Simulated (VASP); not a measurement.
Zn:

```
Zn
1.0
     2.67000    0.00000    0.00000
    -1.33500    2.31229    0.00000
     0.00000    0.00000    4.96600
Zn
2
Direct
  0.66667 0.33333 0.75000
  0.33333 0.66667 0.25000
```

| Item | Value |
| --- | --- |
| Program | VASP 6.6.1 |
| Task | relaxation of cell and atoms |
| Functional | PBEsol |
| Potentials or basis | VASP PAW PBE potentials, release 64 (Zn) |
| Cutoff | 600 eV |
| k mesh | 11 × 11 × 6 |
| Occupations | fermi-dirac, width 0.05 eV |
| Spin | no spin polarisation |

At the start: pressure -4.7 GPa; volume 15.33 Å³/atom.

**Question.** Where does the relaxation end?

**Answer.** Over 7 steps the energy falls by 25.8 meV/atom and the volume is 14.12 Å³/atom (-7.9 %); space group P6_3/mmc (No. 194, to 0.05 Å).

Step by step:
```tsv
step	energy change (eV)	largest force (eV/Å)	pressure (GPa)	volume (Å³)
1	0.0000	0.0000	-4.73	30.66
2	-0.0373	0.0000	-0.27	28.70
3	-0.0374	0.0000	-0.18	28.63
4	-0.0414	0.0000	-0.13	28.52
5	-0.0513	0.0000	0.28	28.17
6	-0.0516	0.0000	0.31	28.04
7	-0.0516	0.0000	-0.07	28.24
```

Final structure:
```cif
data_structure
_symmetry_space_group_name_H-M 'P 1'
_symmetry_Int_Tables_number 1
_cell_length_a 2.6510
_cell_length_b 2.6510
_cell_length_c 4.6398
_cell_angle_alpha 90.000
_cell_angle_beta 90.000
_cell_angle_gamma 120.000
_cell_volume 28.24
loop_
_atom_site_label
_atom_site_type_symbol
_atom_site_fract_x
_atom_site_fract_y
_atom_site_fract_z
_atom_site_occupancy
Zn1 Zn 0.66667 0.33333 0.75000 1
Zn2 Zn 0.33333 0.66667 0.25000 1
```

Caveat: the PAW data sets were made with another functional, which shifts forces and pressure a little.
